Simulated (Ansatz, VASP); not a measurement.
## Pd in VASP and in Ansatz

```
CELL_PARAMETERS angstrom
3.13740 0.00000 0.00000
0.00000 3.13740 0.00000
0.00000 0.00000 3.13740
ATOMIC_POSITIONS crystal
Pd 0.00000 0.00000 0.00000
Pd 0.50000 0.50000 0.50000
```

Alike in both runs: functional PBE; k mesh 10 × 10 × 10; occupations fermi-dirac, width 0.05 eV; collinear spin.

Ansatz relaxed the structure, and its values are those at the end. VASP's run is a single point on that final structure, the one shown.

|  | VASP | Ansatz |
| --- | --- | --- |
| version | VASP 6.6.1 | Ansatz 0.2.0 |
| potentials or method | VASP PAW PBE potentials, release 64 (Pd), cutoff 500 eV | plane waves (420 eV) with PAW, scalar-relativistic |
| valence electrons in the cell | 20 | 36 |

|  | VASP | Ansatz | Ansatz less VASP |
| --- | --- | --- | --- |
| pressure (GPa) | -0.3 | 0.0 | +0.26 |
| net moment per atom (μB) | 0.00 | 0.00 | 0.000 |

The functional is the same, so the differences come from potentials, cutoffs and numerics. VASP's potentials hold 20 valence electrons a cell and Ansatz's 36, so a difference there can come from the potentials and not from the codes. Ansatz's warnings: seeded moment not kept.
